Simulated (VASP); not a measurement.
# SiNi3: single point with PBE

The system is SiNi3.

```
Ni Si
1.0
     3.48041    0.00000    0.00000
     0.00000    3.48041    0.00000
     0.00000    0.00000    3.48041
Ni Si
3 1
Cartesian
  1.7402 1.7402 0.0000
  1.7402 0.0000 1.7402
  0.0000 1.7402 1.7402
  0.0000 0.0000 0.0000
```

| Property | Result |
| --- | --- |
| Program | VASP 6.6.1 |
| Task | single point |
| Functional | PBE |
| Potentials or basis | VASP PAW PBE potentials, release 64 (Ni, Si) |
| Cutoff | 520 eV |
| k mesh | 8 × 8 × 8 |
| Occupations | fermi-dirac, width 0.05 eV |
| Spin | collinear spin, ferromagnetic start |
| Starting moments | [1.0, 1.0, 1.0, 0.0] μB |
| Dipole correction | no |
| Further INCAR settings | ALGO = Normal; EDIFF = 1e-07; NBANDS = 29 |

* Pressure: 5.0 GPa
* Band gap on the k mesh: zero (filled and empty bands overlap)
* Net moment: 0.00 μB per cell
* Valence electrons inside the program's atomic spheres: Ni 9.51; Si 1.56

Levels at points of the mesh, in eV from the Fermi level:
Spin up:
| k point | band 15 | band 16 | band 17 | band 18 | band 19 | band 20 |
| --- | --- | --- | --- | --- | --- | --- |
| (0.00, 0.00, 0.00) | -0.64 | -0.31 | 0.03 | 0.03 | 0.03 | 5.03 |
| (0.50, 0.00, 0.00) | -1.18 | -0.58 | 0.03 | 3.69 | 3.69 | 5.32 |
| (0.50, 0.50, 0.00) | -1.14 | -1.05 | -0.98 | 0.67 | 0.67 | 5.72 |
| (0.50, 0.50, 0.50) | -1.28 | -0.44 | -0.21 | -0.21 | -0.21 | 1.30 |
Spin down:
```
           k point  band 14  band 15  band 16  band 17  band 18  band 19  band 20  band 21
(0.00, 0.00, 0.00)    -0.64    -0.64    -0.31     0.03     0.03     0.03     5.03     6.43
(0.50, 0.00, 0.00)    -1.34    -1.18    -0.58     0.03     3.69     3.69     5.32     5.32
(0.50, 0.50, 0.00)    -1.47    -1.14    -1.05    -0.98     0.67     0.67     5.72     6.45
(0.50, 0.50, 0.50)    -1.28    -1.28    -0.44    -0.21    -0.21    -0.21     1.30     4.12
```

Wall time 80 s on 1 thread of AMD EPYC 7R13 Processor (Zen 3), with other jobs on the host, peak memory 0.18 GiB.

Caveat: the cell stands under pressure; the moments typed at the start vanished in this run.
